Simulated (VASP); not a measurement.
# GaN (Fm-3m) in VASP: a series of runs

Runs on GaN. Level: PBE. Tasks: G0W0 quasiparticle levels.

Everything below comes from runs of VASP 6.6.1. Logs are shortened: lines on timing, memory, paths and dates and some standing lists are left out, and cuts for length are marked.

## (1) The cell of the first run

The structure is cubic, space group Fm-3m (No. 225). The conventional cell has a = 4.217 Å, b = 4.217 Å, c = 4.217 Å, α = 90.00°, β = 90.00°, γ = 90.00°. Ga (site symmetry m-3m) has 6 N at 2.11 Å within 2.8 Å. N (site symmetry m-3m) has 6 Ga at 2.11 Å within 2.8 Å.

## (2) G0W0 quasiparticle levels, PBE

POSCAR reads:

```
GaN
1.0
    0.0000000000      2.1085153661      2.1085153661
    2.1085153661      0.0000000000      2.1085153661
    2.1085153661      2.1085153661      0.0000000000
Ga N
1 1
Direct
    0.5000000000      0.5000000000      0.5000000000
    0.0000000000      0.0000000000      0.0000000000
```

INCAR.step1 reads:

```
SYSTEM = GaN
ALGO = Normal
EDIFF = 1E-8
ENCUT = 500
GGA = PE
ISMEAR = 0
LASPH = .TRUE.
LCHARG = .FALSE.
LREAL = .FALSE.
LWAVE = .TRUE.
NELM = 80
PREC = Accurate
SIGMA = 0.01
```

INCAR.step2 reads:

```
SYSTEM = GaN
ALGO = Exact
EDIFF = 1E-8
ENCUT = 500
GGA = PE
ISMEAR = 0
ISTART = 1
LASPH = .TRUE.
LCHARG = .FALSE.
LOPTICS = .TRUE.
LREAL = .FALSE.
LWAVE = .TRUE.
NBANDS = 79
NELM = 1
PREC = Accurate
SIGMA = 0.01
```

INCAR.step3 reads:

```
SYSTEM = GaN
ALGO = EVGW0
EDIFF = 1E-8
ENCUT = 500
ENCUTGW = 140.0
GGA = PE
ISMEAR = 0
ISTART = 1
LASPH = .TRUE.
LCHARG = .FALSE.
LREAL = .FALSE.
LWAVE = .FALSE.
NBANDS = 79
NBANDSGW = 17
NELMGW = 1
NOMEGA = 96
OMEGAMAX = 20
PREC = Accurate
PRECFOCK = Fast
SIGMA = 0.01
```

KPOINTS reads:

```
k-points
0
G
  6 6 6
  0 0 0
```

Potentials or basis: VASP PAW PBE potentials, release 64 (Ga_d_GW, N_GW).

Started as:

```bash
$ cat potpaw_PBE.64/Ga_d_GW/POTCAR potpaw_PBE.64/N_GW/POTCAR > POTCAR
$ cp INCAR.step1 INCAR
$ mpirun -np 1 vasp_std > vasp.out
$ cp INCAR.step2 INCAR
$ mpirun -np 1 vasp_std > vasp.out
$ cp INCAR.step3 INCAR
$ mpirun -np 1 vasp_std > vasp.out
```

OUTCAR:

```text
SYSTEM = GaN
   EDIFF = 1E-8
   ENCUT = 500
   ENCUTGW = 140.0
   GGA = PE
   ISMEAR = 0
   ISTART = 1
   LASPH = .TRUE.
   LREAL = .FALSE.
   NELMGW = 1
   PREC = Accurate
   PRECFOCK = Fast

 ion  position               nearest neighbor table
   1  0.500  0.500  0.500-   2 2.11   2 2.11   2 2.11   2 2.11   2 2.11   2 2.11
   2  0.000  0.000  0.000-   1 2.11   1 2.11   1 2.11   1 2.11   1 2.11   1 2.11

  LATTYP: Found a face centered cubic cell.
 ALAT       =     4.2170307322

  Lattice vectors:

 A1 = (   0.0000000000,   2.1085153661,   2.1085153661)
 A2 = (   2.1085153661,   0.0000000000,   2.1085153661)
 A3 = (   2.1085153661,   2.1085153661,   0.0000000000)

Analysis of symmetry for initial positions (statically):
=====================================================================
 Subroutine PRICEL returns:
 Original cell was already a primitive cell.

 Routine SETGRP: Setting up the symmetry group for a
 face centered cubic supercell.

 Subroutine GETGRP returns: Found 48 space group operations
 (whereof 48 operations were pure point group operations)
 out of a pool of 48 trial point group operations.

The static configuration has the point symmetry O_h .

Analysis of symmetry for dynamics (positions and initial velocities):
=====================================================================
 Subroutine PRICEL returns:
 Original cell was already a primitive cell.

 Routine SETGRP: Setting up the symmetry group for a
 face centered cubic supercell.

 Subroutine GETGRP returns: Found 48 space group operations
 (whereof 48 operations were pure point group operations)
 out of a pool of 48 trial point group operations.

The dynamic configuration has the point symmetry O_h .

 Subroutine INISYM returns: Found 48 space group operations
 (whereof 48 operations are pure point group operations),
 and found     1 'primitive' translations

----------------------------------------------------------------------------------------

                                     Primitive cell

  volume of cell :      18.7482

  direct lattice vectors                    reciprocal lattice vectors
     0.000000000  2.108515366  2.108515366    -0.237133676  0.237133676  0.237133676
     2.108515366  0.000000000  2.108515366     0.237133676 -0.237133676  0.237133676
     2.108515366  2.108515366  0.000000000     0.237133676  0.237133676 -0.237133676

  length of vectors
     2.981891027  2.981891027  2.981891027     0.410727575  0.410727575  0.410727575

  position of ions in fractional coordinates (direct lattice)
     0.500000000  0.500000000  0.500000000
     0.000000000  0.000000000  0.000000000

  ion indices of the primitive-cell ions
   primitive index   ion index
                 1           1
                 2           2

----------------------------------------------------------------------------------------

 KPOINTS: k-points

Automatic generation of k-mesh.
 Grid dimensions read from file:
 generate k-points for:    6    6    6

 Generating k-lattice:

  Cartesian coordinates                     Fractional coordinates (reciprocal lattice)
    -0.039522279  0.039522279  0.039522279     0.166666667  0.000000000  0.000000000
     0.039522279 -0.039522279  0.039522279     0.000000000  0.166666667  0.000000000
     0.039522279  0.039522279 -0.039522279     0.000000000  0.000000000  0.166666667

  Length of vectors
     0.068454596  0.068454596  0.068454596

  Shift w.r.t. Gamma in fractional coordinates (k-lattice)
     0.000000000  0.000000000  0.000000000

 Subroutine IBZKPT returns following result:
 ===========================================

 Found     16 irreducible k-points:

 Following reciprocal coordinates:
            Coordinates               Weight
  0.000000  0.000000  0.000000      1.000000
  0.166667  0.000000  0.000000      8.000000
  0.333333  0.000000  0.000000      8.000000
  0.500000  0.000000  0.000000      4.000000
  0.166667  0.166667  0.000000      6.000000
  0.333333  0.166667  0.000000     24.000000
[... 8 lines left out ...]
 -0.333333  0.333333  0.166667     24.000000
 -0.333333  0.500000  0.166667     12.000000
   k-points           NKPTS =     16   k-points in BZ     NKDIM =    216   number of bands    NBANDS=     79
   number of dos      NEDOS =    301   number of ions     NIONS =      2
   total plane-waves  NPLWV =  13824
   dimension x,y,z NGX =    24 NGY =   24 NGZ =   24
   dimension x,y,z NGXF=    48 NGYF=   48 NGZF=   48
   ions per type =               1   1
   NGX,Y,Z   is equivalent  to a cutoff of  13.38, 13.38, 13.38 a.u.
   NGXF,Y,Z  is equivalent  to a cutoff of  26.76, 26.76, 26.76 a.u.
 SYSTEM =  GaN
   PREC   = accura    normal or accurate (medium, high low for compatibility)
   ISTART =      1    job   : 0-new  1-cont  2-samecut
   ICHARG =      0    charge: 1-file 2-atom 10-const
   ISPIN  =      1    spin polarized calculation?
   LNONCOLLINEAR =      F non collinear calculations
   LSORBIT =      F    spin-orbit coupling
   LASPH  =      T    aspherical Exc in radial PAW
   ENCUT  =  500.0 eV  36.75 Ry    6.06 a.u.   5.44  5.44  5.44*2*pi/ulx,y,z
   NELM   =     60;   NELMIN=  2; NELMDL=  0     # of ELM steps
   EDIFF  = 0.1E-07   stopping-criterion for ELM
   LREAL  =      F    real-space projection
   EDIFFG = 0.1E-06   stopping-criterion for IOM
   NSW    =      0    number of steps for IOM
   IBRION =     -1    ionic relax: 0-MD 1-quasi-New 2-CG
   NFREE  =      0    steps in history (QN), initial steepest desc. (CG)
   ISIF   =      0    stress and relaxation
   ISYM   =      3    0-nonsym 1-usesym 2-fastsym
   POTIM  = 0.5000    time-step for ionic-motion
   TEBEG  =    0.0;   TEEND  =   0.0 temperature during run
   PSTRESS=    0.0 pullay stress
   NELECT =      18.0000    total number of electrons
   NUPDOWN=      -1.0000    fix difference up-down
   EMIN   =  10.00;   EMAX   =-10.00  energy-range for DOS
   EFERMI =   0.00;   METHOD = LEGACY
   ISMEAR =     0;   SIGMA  =   0.01  broadening in eV -4-tet -1-fermi 0-gaus
   EFERMI_NEDOS =   21; number of points for ismear=-14 and -15
   IALGO  =     38    algorithm
   IMIX   =      4    mixing-type and parameters
     AMIX     =   0.40;   BMIX     =  1.00
     AMIX_MAG =   1.60;   BMIX_MAG =  1.00
  volume/ion in A,a.u.               =       9.37        63.26
  Fermi-wavevector in a.u.,A,eV,Ry     =   1.615024  3.051952 35.488097  2.608302
  Thomas-Fermi vector in A             =   2.709838
   LORBIT       =      0    0 simple, 1 ext, 2 COOP (PROOUT), +10 PAW based schemes
   GGA     = PE    functional components
   LHFCALC =     T    Hartree Fock is set to
   PRECFOCK=fast      Normal, Fast or Accurate (Low or Medium for compatibility)
   ENCUT4O =  -1.0   cutoff for four orbital integrals eV
   NKREDX  =     1    reduce k-point grid by
   NKREDY  =     1    reduce k-point grid by
   NKREDZ  =     1    reduce k-point grid by
   AEXX    =    1.0000 exact exchange contribution
   HFSCREEN=    0.0000 screening length (either q_TF or 0.3 A-1)
   HFSCREENC=   0.0000 screening length for correlation (either q_TF or 0.3 A-1)
   ENCUTFOCK=  -1.0 apply spherical cutoff to Coloumb kernel
   IVDW    =     0    specifies the selected vdW correction
   LEPSILON=     F    determine dielectric tensor
   LRPA    =     F    only Hartree local field effects (RPA)
   LRPAFORCE           =     F    calculate RPA forces
   ENCUTGW             = 140.0    cutoff for response function in eV
   ENCUTGWSOFT         = 112.0    soft cutoff for Coulomb kernel in GW response function in eV
   ENCUTLF             =  -1.0    cutoff for local field effects
   NELMGW              =     1    number of iterations in solving QP/BSE equation
   NELMHF              =     1    number of iterations in the inner HF iteration
   NKREDLFX            =     1    NKREDLFY  =   1   NKREDLFZ  =   1
 non-spin polarized calculation
 Gauss-broadening in eV      SIGMA  =   0.01
  energy-cutoff  :      500.00
  volume of cell :       18.75
 maximum number of plane-waves:       531
 NGX is ok and might be reduce to    24
  NGX = 14; NGY = 14; NGZ = 14
   NGX = 11   NGY = 11   NGZ = 11
 maximum number of plane-waves:        76
 NGX is ok and might be reduce to    14

 QP shifts <psi_nk| G(iteration)W_0 |psi_nk>: iteration 1
 for sc-GW calculations column KS-energies equals QP-energies in previous step
 and V_xc(KS)=  KS-energies - (<T + V_ion + V_H > + <T+V_H+V_ion>^1  + <V_x>^1)

 k-point   1 :       0.0000    0.0000    0.0000
  band No.  KS-energies  QP-energies   sigma(KS)   V_xc(KS)     V^pw_x(r,r')   Z            occupation Imag(sigma)

      1      -9.5991     -10.4180     -15.7458     -14.5440     -24.4163       0.6814       2.0000       1.2676
      2      -6.3010      -9.1820     -25.5749     -21.6472     -34.9896       0.7335       2.0000       0.1152
      3      -6.3010      -9.1820     -25.5749     -21.6472     -34.9896       0.7335       2.0000       0.1152
      4      -6.3010      -9.1820     -25.5749     -21.6472     -34.9896       0.7335       2.0000       0.1152
      5      -6.2045      -9.1319     -25.8446     -21.8492     -35.4640       0.7327       2.0000       0.1571
      6      -6.2045      -9.1319     -25.8446     -21.8492     -35.4640       0.7327       2.0000       0.1571
[... 9 lines left out ...]
     16      23.6770      24.3269     -11.8885     -12.7475      -4.5181       0.7565       0.0000      -0.4969
     17      23.8723      24.0192      -9.0937      -9.2806      -2.5749       0.7861       0.0000      -0.2603

 k-point   2 :       0.1667    0.0000    0.0000
  band No.  KS-energies  QP-energies   sigma(KS)   V_xc(KS)     V^pw_x(r,r')   Z            occupation Imag(sigma)

      1      -9.0633      -9.8620     -15.8844     -14.7058     -24.4490       0.6777       2.0000       1.2026
      2      -6.3202      -9.1894     -25.4967     -21.5850     -34.8998       0.7335       2.0000       0.1208
      3      -6.2980      -9.1845     -25.6128     -21.6752     -35.1041       0.7330       2.0000       0.1365
      4      -6.2980      -9.1845     -25.6128     -21.6752     -35.1041       0.7330       2.0000       0.1365
      5      -6.2136      -9.1252     -25.7691     -21.8008     -35.3178       0.7337       2.0000       0.1433
      6      -6.2136      -9.1252     -25.7691     -21.8008     -35.3178       0.7337       2.0000       0.1433
[... 9 lines left out ...]
     16      24.2832      24.7647     -11.7659     -12.3750      -5.6396       0.7905       0.0000      -0.3277
     17      29.4140      29.7583     -10.5216     -10.9503      -3.5842       0.8032       0.0000      -0.6729

 k-point   3 :       0.3333    0.0000    0.0000
  band No.  KS-energies  QP-energies   sigma(KS)   V_xc(KS)     V^pw_x(r,r')   Z            occupation Imag(sigma)
[... 253 lines left out ...]
      1      -7.5730      -9.5073     -21.9168     -19.1482     -31.2048       0.6986       2.0000       0.5247
      2      -6.3695      -9.2071     -25.3216     -21.4476     -34.7658       0.7325       2.0000       0.1564
      3      -6.2792      -9.1509     -25.5637     -21.6456     -35.1000       0.7329       2.0000       0.1615
      4      -6.2714      -9.1303     -25.4545     -21.5609     -34.8438       0.7342       2.0000       0.1283
      5      -6.0506      -8.9691     -25.9023     -21.9396     -35.3718       0.7365       2.0000       0.1167
      6      -4.1452      -5.8017     -21.6737     -19.4267     -30.1198       0.7372       2.0000       0.5319
[... 9 lines left out ...]
     16      33.6579      34.2765     -11.0662     -11.8329      -3.7150       0.8069       0.0000      -1.0944
     17      35.3067      36.1560     -11.8391     -12.8640      -4.6307       0.8286       0.0000      -1.1884

 k-point  16 :      -0.3333    0.5000    0.1667
  band No.  KS-energies  QP-energies   sigma(KS)   V_xc(KS)     V^pw_x(r,r')   Z            occupation Imag(sigma)

      1      -7.8105      -9.7377     -21.9101     -19.1321     -31.2659       0.6938       2.0000       0.5193
      2      -6.3983      -9.2453     -25.3195     -21.4323     -34.6899       0.7324       2.0000       0.1249
      3      -6.2217      -9.1155     -25.7362     -21.7824     -35.3657       0.7319       2.0000       0.1741
      4      -6.1689      -9.0490     -25.6386     -21.7169     -35.0583       0.7344       2.0000       0.1243
      5      -6.0147      -8.9382     -25.9473     -21.9818     -35.4201       0.7372       2.0000       0.1151
      6      -3.4235      -5.0447     -22.1423     -19.9359     -30.5424       0.7348       2.0000       0.4913
[... 9 lines left out ...]
     16      35.0623      36.0506     -13.2813     -14.4644      -5.9437       0.8354       0.0000      -1.4596
     17      36.9951      37.9800     -13.2738     -14.4664      -5.0693       0.8258       0.0000      -1.7962
```

Wall time 3 min (1 thread of Intel Xeon 6975P-C (Granite Rapids), shared host); peak memory 0.37 GiB.

Results:

| Item | Value |
| --- | --- |
| Quasiparticle gap | 1.51 eV |
| Least direct quasiparticle gap | 3.85 eV |
| Band gap of the starting levels on the mesh | 0.62 eV |
| Least direct gap of the starting levels on the mesh | 2.83 eV |

Caveat: the k points lie up to 0.43 Å⁻¹ apart; bands, screening cutoff and mesh are small and nothing is extrapolated, so the quasiparticle values aren't converged.

[end of part 1 of 2]
